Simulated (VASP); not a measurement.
A run of VASP 6.6.1:

File INCAR:

```
ALGO = Fast
EDIFF = 1E-7
ENCUT = 520
GGA = PS
ISIF = 2
ISMEAR = 0
LASPH = True
LCHARG = True
LELF = True
LREAL = False
LVHAR = True
LWAVE = False
NBANDS = 31
NELM = 60
PREC = Accurate
SIGMA = 0.15
```

KPOINTS

```
k-points
0
Gamma
  10 8 8
```

POSCAR

```
TiAl3
1.0
   -3.9479576782      0.0000000000      0.0000000000
    0.0000000000      3.9479576782      3.9479576782
    0.0000000000      3.9479576782     -3.9479576782
Ti Al
2 6
Direct
    0.0000000000      0.0000000000      0.0000000000
    0.0000000000      0.5000000000      0.5000000000
    0.5000000000      0.7360940759      0.7639059241
    0.5000000000      0.2639059241      0.2360940759
    0.5000000000      0.7360940759      0.2360940759
    0.5000000000      0.2639059241      0.7639059241
    1.0000000000      0.5000000000      0.0000000000
    1.0000000000      0.0000000000      0.5000000000
```

Potentials or basis: VASP PAW PBE potentials, release 64 (Ti_sv, Al).

Launch:

```bash
$ cat potpaw_PBE.64/Ti_sv/POTCAR potpaw_PBE.64/Al/POTCAR > POTCAR
$ mpirun -np 1 vasp_std > vasp.out
```

Hardware: 1 thread of Intel(R) Xeon(R) Platinum 8259CL CPU @ 2.50GHz (Skylake/Cascade Lake), on a shared host.

Problem. Estimate the wall time of this run.

Solution. It took 16 min on 1 thread of Intel(R) Xeon(R) Platinum 8259CL CPU @ 2.50GHz (Skylake/Cascade Lake), with other jobs on the host, peak memory 0.41 GiB. Counts: scf iterations 44, k points 90.
